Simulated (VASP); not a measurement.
Input of a VASP 6.6.1 run:

POSCAR

```
TiC
1.0
    0.0000000000      2.1591192742      2.1591192742
    2.1591192742      0.0000000000      2.1591192742
    2.1591192742      2.1591192742      0.0000000000
Ti C
1 1
Direct
    0.0000000000      0.0000000000      0.0000000000
    0.5000000000      0.5000000000      0.5000000000
```

The input INCAR.step1:

```
SYSTEM = TiC
ALGO = Normal
EDIFF = 1E-4
ENCUT = 520
GGA = PE
ISMEAR = -1
LASPH = .TRUE.
LCHARG = .FALSE.
LREAL = .FALSE.
LWAVE = .TRUE.
NBANDS = 15
NELM = 60
PREC = Accurate
SIGMA = 0.05
```

File INCAR.step2:

```
SYSTEM = TiC
ALGO = Normal
EDIFF = 1E-6
ENCUT = 520
ISIF = 2
ISMEAR = -1
ISTART = 1
IVDW = 13
LASPH = .TRUE.
LCHARG = .FALSE.
LMIXTAU = .TRUE.
LREAL = .FALSE.
LWAVE = .FALSE.
METAGGA = R2SCAN
NBANDS = 15
NELM = 60
PREC = Accurate
SIGMA = 0.05
VDW_A1 = 0.51559235
VDW_A2 = 5.77342911
VDW_S6 = 1.0
VDW_S8 = 0.6018749
```

File KPOINTS:

```
k-points
0
G
  11 11 11
  0 0 0
```

Potentials or basis: VASP PAW PBE potentials, release 64 (Ti_sv, C).

Launch:

```bash
$ cat potpaw_PBE.64/Ti_sv/POTCAR potpaw_PBE.64/C/POTCAR > POTCAR
$ cp INCAR.step1 INCAR
$ mpirun -np 1 vasp_std > vasp.out
$ cp INCAR.step2 INCAR
$ mpirun -np 1 vasp_std > vasp.out
```

(1) Predict the band gap on the k mesh.

(2) Estimate the pressure.

(3) Estimate the dispersion energy per atom.

Results:

(1) zero (band 8 reaches 10.47 eV, above the bottom of band 9 at 9.13 eV).

(2) 1.0 GPa.

(3) -0.104 eV.

Caveat: the PAW data sets were made with another functional, which shifts forces and pressure a little; pairwise dispersion overbinds metals, which lowers pressure and volume.
